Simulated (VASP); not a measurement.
# Ti (Fm-3m) in VASP: a series of runs

The runs below take Ti through single point, with PBEsol.

Everything below comes from runs of VASP 6.6.1. Logs are shortened: lines on timing, memory, paths and dates and some standing lists are left out, and cuts for length are marked.

**1. The cell of the first run**

Symmetry: Fm-3m, No. 225, cubic system. The conventional cell has a = 3.949 Å, b = 3.949 Å, c = 3.949 Å, α = 90.00°, β = 90.00°, γ = 90.00°. Within 3.7 Å of Ti (site symmetry m-3m) lie 12 Ti at 2.79 Å.

**2. Single point, PBEsol**

File INCAR:

```
ALGO = Normal
EDIFF = 1E-7
ENCUT = 520
GGA = PS
ISIF = 2
ISMEAR = 1
LASPH = True
LCHARG = True
LELF = True
LREAL = False
LVHAR = True
LWAVE = False
NBANDS = 12
NELM = 60
PREC = Accurate
SIGMA = 0.15
```

File KPOINTS:

```
k-points
0
Gamma
  12 12 12
```

File POSCAR:

```
Ti
1.0
    0.0000000000      1.9743553172      1.9743553172
    1.9743553172      0.0000000000      1.9743553172
    1.9743553172      1.9743553172      0.0000000000
Ti
1
Direct
    0.0000000000      0.0000000000      0.0000000000
```

Potentials or basis: VASP PAW PBE potentials, release 64 (Ti_sv).

Started as:

```sh
cat potpaw_PBE.64/Ti_sv/POTCAR > POTCAR
mpirun -np 1 vasp_std > vasp.out
```

OUTCAR:

```text
EDIFF = 1E-7
   ENCUT = 520
   GGA = PS
   ISIF = 2
   ISMEAR = 1
   LASPH = True
   LREAL = False
   NELM = 60
   PREC = Accurate

 ion  position               nearest neighbor table
   1  0.000  0.000  0.000-

  LATTYP: Found a face centered cubic cell.
 ALAT       =     3.9487106344

  Lattice vectors:

 A1 = (   0.0000000000,   1.9743553172,   1.9743553172)
 A2 = (   1.9743553172,   0.0000000000,   1.9743553172)
 A3 = (   1.9743553172,   1.9743553172,   0.0000000000)

Analysis of symmetry for initial positions (statically):
[... 33 lines left out ...]
                                     Primitive cell

  volume of cell :      15.3924

  direct lattice vectors                    reciprocal lattice vectors
     0.000000000  1.974355317  1.974355317    -0.253247222  0.253247222  0.253247222
     1.974355317  0.000000000  1.974355317     0.253247222 -0.253247222  0.253247222
     1.974355317  1.974355317  0.000000000     0.253247222  0.253247222 -0.253247222

  length of vectors
     2.792160067  2.792160067  2.792160067     0.438637056  0.438637056  0.438637056

  position of ions in fractional coordinates (direct lattice)
     0.000000000  0.000000000  0.000000000

  ion indices of the primitive-cell ions
   primitive index   ion index
                 1           1

----------------------------------------------------------------------------------------

 KPOINTS: k-points

Automatic generation of k-mesh.
 Grid dimensions read from file:
 generate k-points for:   12   12   12

 Generating k-lattice:

  Cartesian coordinates                     Fractional coordinates (reciprocal lattice)
    -0.021103935  0.021103935  0.021103935     0.083333333  0.000000000  0.000000000
     0.021103935 -0.021103935  0.021103935     0.000000000  0.083333333  0.000000000
     0.021103935  0.021103935 -0.021103935     0.000000000  0.000000000  0.083333333

  Length of vectors
     0.036553088  0.036553088  0.036553088

  Shift w.r.t. Gamma in fractional coordinates (k-lattice)
     0.000000000  0.000000000  0.000000000

 Subroutine IBZKPT returns following result:
 ===========================================

 Found     72 irreducible k-points:

 Following reciprocal coordinates:
            Coordinates               Weight
  0.000000  0.000000  0.000000      1.000000
  0.083333  0.000000  0.000000      8.000000
  0.166667  0.000000  0.000000      8.000000
  0.250000  0.000000  0.000000      8.000000
  0.333333  0.000000  0.000000      8.000000
  0.416667  0.000000  0.000000      8.000000
[... 16 lines left out ...]
  0.500000  0.166667  0.000000     24.000000
 -0.416667  0.166667  0.000000     24.000000
 [... further k-points ...]
   k-points           NKPTS =     72   k-points in BZ     NKDIM =     72   number of bands    NBANDS=     12
   number of dos      NEDOS =    301   number of ions     NIONS =      1
   total plane-waves  NPLWV =  13824
   dimension x,y,z NGX =    24 NGY =   24 NGZ =   24
   dimension x,y,z NGXF=    48 NGYF=   48 NGZF=   48
   ions per type =               1
   NGX,Y,Z   is equivalent  to a cutoff of  14.29, 14.29, 14.29 a.u.
   NGXF,Y,Z  is equivalent  to a cutoff of  28.58, 28.58, 28.58 a.u.
 SYSTEM =  unknown system
   PREC   = accura    normal or accurate (medium, high low for compatibility)
   ISTART =      0    job   : 0-new  1-cont  2-samecut
   ICHARG =      2    charge: 1-file 2-atom 10-const
   ISPIN  =      1    spin polarized calculation?
   LNONCOLLINEAR =      F non collinear calculations
   LSORBIT =      F    spin-orbit coupling
   LASPH  =      T    aspherical Exc in radial PAW
   ENCUT  =  520.0 eV  38.22 Ry    6.18 a.u.   5.19  5.19  5.19*2*pi/ulx,y,z
   NELM   =     60;   NELMIN=  2; NELMDL= -5     # of ELM steps
   EDIFF  = 0.1E-06   stopping-criterion for ELM
   LREAL  =      F    real-space projection
   EDIFFG = 0.1E-05   stopping-criterion for IOM
   NSW    =      0    number of steps for IOM
   IBRION =     -1    ionic relax: 0-MD 1-quasi-New 2-CG
   NFREE  =      0    steps in history (QN), initial steepest desc. (CG)
   ISIF   =      2    stress and relaxation
   ISYM   =      2    0-nonsym 1-usesym 2-fastsym
   POTIM  = 0.5000    time-step for ionic-motion
   TEBEG  =    0.0;   TEEND  =   0.0 temperature during run
   PSTRESS=    0.0 pullay stress
   NELECT =      12.0000    total number of electrons
   NUPDOWN=      -1.0000    fix difference up-down
   EMIN   =  10.00;   EMAX   =-10.00  energy-range for DOS
   EFERMI =   0.00;   METHOD = LEGACY
   ISMEAR =     1;   SIGMA  =   0.15  broadening in eV -4-tet -1-fermi 0-gaus
   EFERMI_NEDOS =   21; number of points for ismear=-14 and -15
   IALGO  =     38    algorithm
   IMIX   =      4    mixing-type and parameters
     AMIX     =   0.40;   BMIX     =  1.00
     AMIX_MAG =   1.60;   BMIX_MAG =  1.00
  volume/ion in A,a.u.               =      15.39       103.87
  Fermi-wavevector in a.u.,A,eV,Ry     =   1.506722  2.847293 30.888118  2.270213
  Thomas-Fermi vector in A             =   2.617403
   LORBIT       =      0    0 simple, 1 ext, 2 COOP (PROOUT), +10 PAW based schemes
   GGA     = PS    functional components
   LHFCALC =     F    Hartree Fock is set to
   AEXX    =    0.0000 exact exchange contribution
   IVDW    =     0    specifies the selected vdW correction
   LEPSILON=     F    determine dielectric tensor
   LRPA    =     F    only Hartree local field effects (RPA)
 non-spin polarized calculation
 Methfessel and Paxton  Order N= 1 SIGMA  =   0.15
  energy-cutoff  :      520.00
  volume of cell :       15.39
 maximum number of plane-waves:       432
 NGX is ok and might be reduce to    24
   NGX = 11   NGY = 11   NGZ = 11

 number of electron      11.9999999 magnetization

 Free energy of the ion-electron system (eV)
  ---------------------------------------------------
  ext. energy  EPLUGINS =         0.00000000
  ---------------------------------------------------
  free energy    TOTEN  =        -8.24576761 eV

  energy without entropy =       -8.24371489  energy(sigma->0) =       -8.24508337

 E-fermi :   9.4427     XC(G=0): -12.2246

 val. band max:        9.4354183780   @ k =   0.5000   0.3333   0.1667
 cond. band min:       9.4536338048   @ k =   0.1667   0.1667   0.0000
 fundamental gap:      0.0182154268
 Fermi energy:         9.4427241352

 k-point     1 :       0.0000    0.0000    0.0000
  band No.  band energies     occupation
      1     -46.8490      2.00000
      2     -22.6303      2.00000
      3     -22.6303      2.00000
      4     -22.6303      2.00000
      5       3.0717      2.00000
      6      10.3783     -0.00000
      7      10.3783     -0.00000
      8      10.3783     -0.00000
      9      12.2962     -0.00000
     10      12.2962     -0.00000
     11      25.3695      0.00000
     12      30.4135      0.00000

 k-point     2 :       0.0833    0.0000    0.0000
  band No.  band energies     occupation
      1     -46.8357      2.00000
      2     -22.7004      2.00000
      3     -22.6388      2.00000
      4     -22.6388      2.00000
      5       3.3235      2.00000
      6      10.2173     -0.00000
      7      10.4710     -0.00000
      8      10.4710     -0.00000
      9      12.2346     -0.00000
     10      12.2346     -0.00000
     11      25.6263      0.00000
     12      28.8098      0.00000

 k-point     3 :       0.1667    0.0000    0.0000
  band No.  band energies     occupation
      1     -46.7991      2.00000
      2     -22.8892      2.00000
      3     -22.6618      2.00000
      4     -22.6618      2.00000
      5       4.0302      2.00000
      6       9.8375     -0.00126
      7      10.6544     -0.00000
      8      10.6544     -0.00000
      9      12.1655     -0.00000
     10      12.1655     -0.00000
     11      25.7321      0.00000
     12      26.7279      0.00000

 k-point     4 :       0.2500    0.0000    0.0000
  band No.  band energies     occupation
      1     -46.7487      2.00000
      2     -23.1416      2.00000
      3     -22.6930      2.00000
      4     -22.6930      2.00000
      5       5.0257      2.00000
      6       9.4905      0.48975
      7      10.6705     -0.00000
      8      10.6705     -0.00000
      9      12.3786     -0.00000
     10      12.3786     -0.00000
     11      23.7096      0.00000
     12      26.3286      0.00000

 k-point     5 :       0.3333    0.0000    0.0000
  band No.  band energies     occupation
      1     -46.6978      2.00000
      2     -23.3881      2.00000
      3     -22.7240      2.00000
      4     -22.7240      2.00000
      5       5.9602      2.00000
      6       9.5099      0.32015
      7      10.4836     -0.00000
      8      10.4836     -0.00000
      9      12.8881      0.00000
     10      12.8881      0.00000
     11      21.5189      0.00000
     12      25.5960      0.00000

 k-point     6 :       0.4167    0.0000    0.0000
  band No.  band energies     occupation
      1     -46.6602      2.00000
      2     -23.5650      2.00000
      3     -22.7465      2.00000
      4     -22.7465      2.00000
      5       6.4429      2.00000
      6      10.0454     -0.00000
      7      10.2960     -0.00000
      8      10.2960     -0.00000
      9      13.3817      0.00000
     10      13.3817      0.00000
     11      19.7236      0.00000
     12      24.8909      0.00000

 k-point     7 :       0.5000    0.0000    0.0000
  band No.  band energies     occupation
      1     -46.6464      2.00000
      2     -23.6290      2.00000
      3     -22.7547      2.00000
      4     -22.7547      2.00000
      5       6.5487      2.00000
      6      10.2231     -0.00000
      7      10.2231     -0.00000
      8      10.4324     -0.00000
      9      13.5840      0.00000
     10      13.5840      0.00000
     11      18.9631      0.00000
     12      24.6235      0.00000

 k-point     8 :       0.0833    0.0833    0.0000
  band No.  band energies     occupation
      1     -46.8312      2.00000
      2     -22.6990      2.00000
      3     -22.6538      2.00000
      4     -22.6538      2.00000
      5       3.4065      2.00000
      6      10.1134     -0.00000
      7      10.5360     -0.00000
      8      10.5360     -0.00000
      9      12.0372     -0.00000
     10      12.3742     -0.00000
     11      25.7343      0.00000
     12      29.0907      0.00000
[... 166 lines left out ...]
 k-point    20 :       0.2500    0.1667    0.0000
  band No.  band energies     occupation
      1     -46.7447      2.00000
      2     -23.0424      2.00000
      3     -22.7579      2.00000
      4     -22.7523      2.00000
      5       5.0713      2.00000
      6       9.0757      2.00292
      7      10.7554     -0.00000
      8      11.2492     -0.00000
      9      11.6594     -0.00000
     10      12.7792      0.00000
     11      25.6651      0.00000
     12      26.8880      0.00000

 k-point    21 :       0.3333    0.1667    0.0000
  band No.  band energies     occupation
      1     -46.6986      2.00000
      2     -23.2444      2.00000
      3     -22.7969      2.00000
      4     -22.7921      2.00000
      5       6.0010      2.00000
      6       8.8181      2.00000
      7      10.2486     -0.00000
      8      11.2523     -0.00000
      9      12.5000      0.00000
     10      13.1523      0.00000
     11      23.3332      0.00000
     12      26.3012      0.00000

 k-point    22 :       0.4167    0.1667    0.0000
  band No.  band energies     occupation
      1     -46.6566      2.00000
      2     -23.4206      2.00000
      3     -22.8524      2.00000
      4     -22.8114      2.00000
      5       6.7931      2.00000
      6       8.8098      2.00000
      7       9.9427     -0.00003
      8      11.0764     -0.00000
      9      13.5365      0.00000
     10      13.5754      0.00000
     11      21.0080      0.00000
     12      25.4709      0.00000

 k-point    23 :       0.5000    0.1667    0.0000
  band No.  band energies     occupation
      1     -46.6302      2.00000
      2     -23.5250      2.00000
      3     -22.9045      2.00000
      4     -22.8107      2.00000
      5       7.1784      2.00000
      6       8.9131      2.00001
      7      10.0191     -0.00000
      8      10.8954     -0.00000
      9      13.6322      0.00000
     10      14.6805      0.00000
     11      19.1962      0.00000
     12      24.8276      0.00000

 k-point    24 :      -0.4167    0.1667    0.0000
  band No.  band energies     occupation
      1     -46.6268      2.00000
      2     -23.5338      2.00000
      3     -22.9372      2.00000
      4     -22.7903      2.00000
      5       7.2692      2.00000
      6       9.0310      2.00072
      7      10.0279     -0.00000
      8      10.8121     -0.00000
      9      13.3141      0.00000
     10      15.1122      0.00000
     11      18.9443      0.00000
     12      24.4809      0.00000

 [... further k-points ...]
[... 5 lines left out ...]
  --------------------------------------------------------------------------------------
  -------------------------------------------------------------------------------------
  Total        0.9433342      0.9433342      0.9433342      0.0000000     -0.0000000     -0.0000000
  in kB       98.1906661     98.1906661     98.1906661      0.0000000     -0.0000000     -0.0000000
  external PRESSURE =      98.1906661 kB  Pullay stress =       0.0000000 kB

 VOLUME and BASIS-vectors are now :
 -----------------------------------------------------------------------------
  energy-cutoff  :      520.00
  volume of cell :       15.39
      direct lattice vectors                 reciprocal lattice vectors
     0.000000000  1.974355317  1.974355317    -0.253247222  0.253247222  0.253247222
     1.974355317  0.000000000  1.974355317     0.253247222 -0.253247222  0.253247222
     1.974355317  1.974355317  0.000000000     0.253247222  0.253247222 -0.253247222

 POSITION                                       TOTAL-FORCE (eV/Angst)
 -----------------------------------------------------------------------------------
      0.00000      0.00000      0.00000        -0.000000      0.000000     -0.000000
 -----------------------------------------------------------------------------------
    total drift:                                0.000000     -0.000000     -0.000000

  FREE ENERGIE OF THE ION-ELECTRON SYSTEM (eV)
  ---------------------------------------------------
  free  energy   TOTEN  =        -8.2457676071 eV

  energy  without entropy=       -8.2437148862  energy(sigma->0) =       -8.24508337
```

It took 17 s on 1 thread of Intel Xeon 8259CL, shared host; peak memory 0.14 GiB.

Results:

```
Free energy            : -8.2458 eV
Pressure               : 9.8 GPa
Band gap on the k mesh : zero (band 6 reaches 10.38 eV, above the bottom of band 7 at 9.02 eV)
```

Levels at points of the mesh, in eV from the Fermi level:
| k point | band 2 | band 3 | band 4 | band 5 | band 6 | band 7 | band 8 | band 9 | band 10 | band 11 |
| --- | --- | --- | --- | --- | --- | --- | --- | --- | --- | --- |
| (0.00, 0.00, 0.00) | -32.07 | -32.07 | -32.07 | -6.37 | 0.94 | 0.94 | 0.94 | 2.85 | 2.85 | 15.93 |
| (0.50, 0.00, 0.00) | -33.07 | -32.20 | -32.20 | -2.89 | 0.78 | 0.78 | 0.99 | 4.14 | 4.14 | 9.52 |
| (0.50, 0.50, 0.00) | -33.00 | -32.42 | -32.42 | -3.05 | -2.08 | 3.45 | 4.12 | 4.48 | 4.48 | 12.04 |

Caveat: the PAW data sets were made with another functional, which shifts forces and pressure a little.

**3. Single point, PBEsol**

This run uses another cell than the first one, of 16.06 Å³/atom, 1.043 times its volume.

File INCAR:

```
SYSTEM = Ti
ALGO = Normal
EDIFF = 1E-6
ENCUT = 520
GGA = PS
ISIF = 2
ISMEAR = 1
LASPH = .TRUE.
LCHARG = .FALSE.
LREAL = .FALSE.
LWAVE = .FALSE.
NBANDS = 12
NELM = 60
PREC = Accurate
SIGMA = 0.15
```

File KPOINTS:

```
k-points
0
G
  12 12 12
  0 0 0
```

File POSCAR:

```
Ti
1.0
    0.0000000000      2.0025642044      2.0025642044
    2.0025642044      0.0000000000      2.0025642044
    2.0025642044      2.0025642044      0.0000000000
Ti
1
Direct
    0.0000000000      0.0000000000      0.0000000000
```

Potentials or basis: VASP PAW PBE potentials, release 64 (Ti_sv).

Started as:

```sh
cat potpaw_PBE.64/Ti_sv/POTCAR > POTCAR
mpirun -np 1 vasp_std > vasp.out
```

Run time: 13 s. Hardware: 1 thread of Intel Xeon 8259CL, shared host; peak memory 0.14 GiB.

The run converged. Its results:

```yaml
Free_energy: -8.2749 eV
Pressure: 4.2 GPa
Band_gap_on_the_k_mesh: zero (band 6 reaches 9.87 eV, above the bottom of band 7 at 8.54 eV)
```

Levels at points of the mesh, in eV from the Fermi level:
```tsv
k point	band 2	band 3	band 4	band 5	band 6	band 7	band 8	band 9	band 10	band 11
(0.00, 0.00, 0.00)	-32.21	-32.21	-32.21	-6.28	0.91	0.91	0.91	2.72	2.72	15.69
(0.50, 0.00, 0.00)	-33.08	-32.32	-32.32	-2.79	0.77	0.77	0.85	3.94	3.94	9.02
(0.50, 0.50, 0.00)	-33.02	-32.51	-32.51	-2.88	-1.95	3.21	3.92	4.26	4.26	11.50
```

Caveat: the PAW data sets were made with another functional, which shifts forces and pressure a little.
